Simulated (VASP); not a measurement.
Here is a VASP 6.6.1 calculation.

The input INCAR:

```
  ALGO = Normal
  EDIFF = 1E-7
  ENCUT = 520
  GGA = PE
  ISIF = 2
  ISMEAR = 0
  LASPH = True
  LCHARG = False
  LREAL = False
  LWAVE = False
  NBANDS = 56
  NELM = 80
  PREC = Accurate
  SIGMA = 0.1
```

KPOINTS

```
k-points
0
Gamma
  6 6 1
```

Contents of POSCAR:

```
MgCd2S3
1.0
    4.1351542018     -0.0005945193      0.0025417562
   -2.0680415703      3.5879942481     -0.0019261247
    0.0118863905     -0.0034869032     20.2444680963
Mg Cd S
2 4 6
Direct
   -0.0003931143      0.0001358752      0.1656280950
    0.0007760279      0.0003295549      0.6656660310
    0.3336569788      0.6656803092      0.0027091551
    0.3323618408      0.6667362914      0.5026634013
    0.6643520766      0.3340792883      0.3316280607
    0.6697776114      0.3346880216      0.8317370407
    0.6655545108      0.3329233893      0.4580304641
    0.6668522613      0.3319207098      0.9582528900
   -0.0022495599      0.0001354041      0.2873322748
    0.0026201330      0.0006608705      0.7874811638
    0.3328534401      0.6662437493      0.1294816526
    0.3338377935      0.6664665365      0.6293897710
```

Potentials or basis: VASP PAW PBE potentials, release 64 (Mg, Cd, S).

The run is started by

```sh
$ cat potpaw_PBE.64/Mg/POTCAR potpaw_PBE.64/Cd/POTCAR potpaw_PBE.64/S/POTCAR > POTCAR
$ mpirun -np 1 vasp_std > vasp.out
```

Problem. Predict the band gap on the k mesh.

Solution. 1.52 eV.

Problem. What does it give for the largest force?

Solution. 0.053 eV/Å.

Problem. Predict the pressure.

Solution. 0.2 GPa.

Forces in eV/Å, atoms in the order of the input:
```
Mg   0.000 -0.001  0.005
Mg   0.000 -0.001  0.008
Cd  -0.002  0.003  0.002
Cd   0.000  0.002 -0.012
Cd   0.004  0.000 -0.006
Cd  -0.005 -0.001  0.007
S    0.001 -0.001  0.018
S    0.002  0.001 -0.006
S    0.002 -0.001 -0.039
S    0.001 -0.002 -0.053
S   -0.001  0.001  0.032
S    0.000  0.001  0.044
```
